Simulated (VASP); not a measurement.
The system is MgSi2N2.

```
Mg Si N
1.0
     1.63321   -4.13274    0.00000
     1.63321    4.13274    0.00000
     0.00000    0.00000    5.43501
Mg Si N
1 2 2
Direct
  0.50000 0.50000 0.50000
  0.14749 0.85251 0.00000
  0.85251 0.14749 0.00000
  0.00000 0.00000 0.23837
  0.00000 0.00000 0.76163
```

```yaml
Program: VASP 6.6.1
Task: relaxation of cell and atoms
Functional: PBE
Potentials_or_basis: VASP PAW PBE potentials, release 64 (Mg, Si, N)
Cutoff: 600 eV
k_mesh: 6 × 6 × 4
Occupations: gaussian, width 0.1 eV
Spin: no spin polarisation
```

At the start: pressure 0.2 GPa; volume 14.67 Å³/atom.

Question: Where does the relaxation end?

Answer: Over 6 steps the energy falls by 6.9 meV/atom and the volume is 14.72 Å³/atom (+0.3 %); space group Cmmm (No. 65, to 0.05 Å).

The path:
| step | energy change (eV) | largest force (eV/Å) | pressure (GPa) | volume (Å³) |
| --- | --- | --- | --- | --- |
| 1 | 0.0000 | 0.5095 | 0.23 | 73.37 |
| 2 | -0.0213 | 0.5443 | -0.66 | 73.58 |
| 3 | -0.0222 | 0.3594 | -0.51 | 73.55 |
| 4 | -0.0323 | 0.1639 | 0.67 | 73.28 |
| 5 | -0.0332 | 0.0961 | 0.39 | 73.34 |
| 6 | -0.0343 | 0.0275 | -0.05 | 73.60 |

Final structure:
```
Mg Si N
1.0
     1.66803   -4.05838    0.00000
     1.66803    4.05838    0.00000
     0.00000    0.00000    5.43620
Mg Si N
1 2 2
Direct
  0.50000 0.50000 0.50000
  0.14973 0.85027 0.00000
  0.85027 0.14973 0.00000
  0.00000 0.00000 0.24053
  0.00000 0.00000 0.75947
```
